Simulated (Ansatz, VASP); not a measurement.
# Si2Ge2Ir in VASP and in Ansatz

```
CELL_PARAMETERS angstrom
3.79487 0.00000 0.00000
-1.89744 3.28646 0.00000
0.00000 0.00000 9.60416
ATOMIC_POSITIONS crystal
Si 0.66667 0.33333 0.50000
Si 0.33333 0.66667 0.50000
Ge 0.33333 0.66667 0.24087
Ge 0.33333 0.66667 0.75913
Ir 0.33333 0.66667 0.00000
```

Alike in both runs: functional PBE; k mesh 6 × 6 × 2; occupations gaussian, width 0.2 eV; no spin polarisation.

Ansatz relaxed the structure, and its values are those at the end. VASP's run is a single point on that final structure, the one shown.

|  | VASP | Ansatz |
| --- | --- | --- |
| version | VASP 6.6.1 | Ansatz 0.2.0 |
| potentials or method | VASP PAW PBE potentials, release 64 (Si, Ge_d, Ir), cutoff 500 eV | scalar-relativistic, plane waves, PAW |
| valence electrons in the cell | 45 | 53 |

```csv
,VASP,Ansatz,Ansatz less VASP
gap on the k mesh at the Fermi level (eV),none,none,-
pressure (GPa),0.5,0.4,-0.03
rms of the force components (eV/Å),0.024,0.001,-0.0233
```

A gap of «none» marks a metal or a gap that the smearing closes. VASP's potentials hold 45 valence electrons a cell and Ansatz's 53, so a difference there can come from the potentials and not from the codes.

Spin-orbit coupling is off throughout.
